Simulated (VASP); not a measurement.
Input of a VASP 6.6.1 run:

Contents of INCAR:

```
SYSTEM = TaF3
PREC = Accurate
ENCUT = 520
EDIFF = 1E-6
ISMEAR = 0
SIGMA = 0.15
LREAL = .False.
LASPH = .True.
NELM = 80
ALGO = Normal
ISIF = 2
LWAVE = .False.
LCHARG = .True.
GGA = PE
LELF = .True.
LVHAR = .True.
NBANDS = 24
```

Contents of KPOINTS:

```
regular mesh
0
Gamma
  12 12 12
  0 0 0
```

The input POSCAR:

```
TaF3
1.0
    3.8426820000      0.0000000000      0.0000000000
    0.0000000000      3.8426820000      0.0000000000
    0.0000000000      0.0000000000      3.8426820000
Ta F
1 3
Direct
    0.0000000000      0.0000000000      0.0000000000
    0.5000000000      0.0000000000      0.0000000000
    0.0000000000      0.5000000000      0.0000000000
    0.0000000000      0.0000000000      0.5000000000
```

Potentials or basis: VASP PAW PBE potentials, release 64 (Ta_pv, F).

Launch:

```console
$ cat potpaw_PBE.64/Ta_pv/POTCAR potpaw_PBE.64/F/POTCAR > POTCAR
$ mpirun -np 1 vasp_std > vasp.out
```

**Question.** What does it give for the pressure?

**Answer.** 36.6 GPa.

**Question.** Predict the band gap on the k mesh.

**Answer.** Zero (bands 16 and 17 overlap by 3.28 eV).

Caveat: the cell differs from its parent crystal (strain -0.015 along x and y, -0.015 along z); the cell stands under pressure; spin-orbit coupling is left out, which moves the levels of the heavy elements.
